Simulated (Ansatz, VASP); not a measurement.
# InAs in VASP and in Ansatz

```
In As
1.0
     0.00000    3.17677    3.17677
     3.17677    0.00000    3.17677
     3.17677    3.17677    0.00000
In As
1 1
Direct
  0.00000 0.00000 0.00000
  0.25000 0.25000 0.25000
```

Change from the starting cell: hydrostatic strain +4.0%.

Alike in both runs: task single point; functional PBE; k mesh 8 × 8 × 8; occupations fermi-dirac, width 0.02 eV; no spin polarisation.

|  | VASP | Ansatz |
| --- | --- | --- |
| version | VASP 6.6.1 | Ansatz 0.2.0 |
| potentials or method | VASP PAW PBE potentials, release 64 (In_d, As) | plane waves, PAW |
| plane-wave cutoff (eV) | 520 | 420 |
| valence electrons in the cell | 18 | 28 |

```csv
,VASP,Ansatz,Ansatz less VASP
pressure (GPa),-3.2,-3.2,-0.02
```

VASP's potentials hold 18 valence electrons a cell and Ansatz's 28, so a difference there can come from the potentials and not from the codes.
